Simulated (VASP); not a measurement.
A run of VASP 6.6.1 is set up as follows.

Contents of INCAR:

```
PREC = Accurate ; ENCUT = 520
EDIFF = 1E-6 ; ISMEAR = 0
SIGMA = 0.02 ; LREAL = False
LASPH = True ; NELM = 100
ALGO = Normal ; ISIF = 2
LWAVE = False ; LCHARG = False
GGA = PE ; NBANDS = 28
```

Contents of KPOINTS:

```
Automatic mesh
0
Gamma
  6 6 4
```

The input POSCAR:

```
TePb
1.0
    3.1369886903      3.1369886903      0.0000000000
   -3.3717755356      3.3717755356      0.0000000000
    0.0000000000      0.0000000000      6.5826468544
Te Pb
2 2
Direct
    0.0000000000      0.0000000000      0.0000000000
    0.5000000000      0.5000000000      0.5000000000
    0.5000000000      0.5000000000      0.0000000000
    0.0000000000      0.0000000000      0.5000000000
```

Potentials or basis: VASP PAW PBE potentials, release 64 (Te, Pb_d).

Launch:

```console
$ cat potpaw_PBE.64/Te/POTCAR potpaw_PBE.64/Pb_d/POTCAR > POTCAR
$ mpirun -np 1 vasp_std > vasp.out
```

Problem. Estimate the pressure.

Solution. 0.7 GPa.

Problem. Predict the band gap on the k mesh.

Solution. 0.41 eV.

Stress tensor (GPa, compression positive):
```
 1.00  1.04  0.00
 1.04  1.00  0.00
 0.00  0.00 -0.04
```

Caveat: the cell differs from its parent crystal (uniaxial strain along a: -4.5 %, then relaxed in part); spin-orbit coupling is left out, which moves the levels of the heavy elements. A k mesh can miss the band edges.
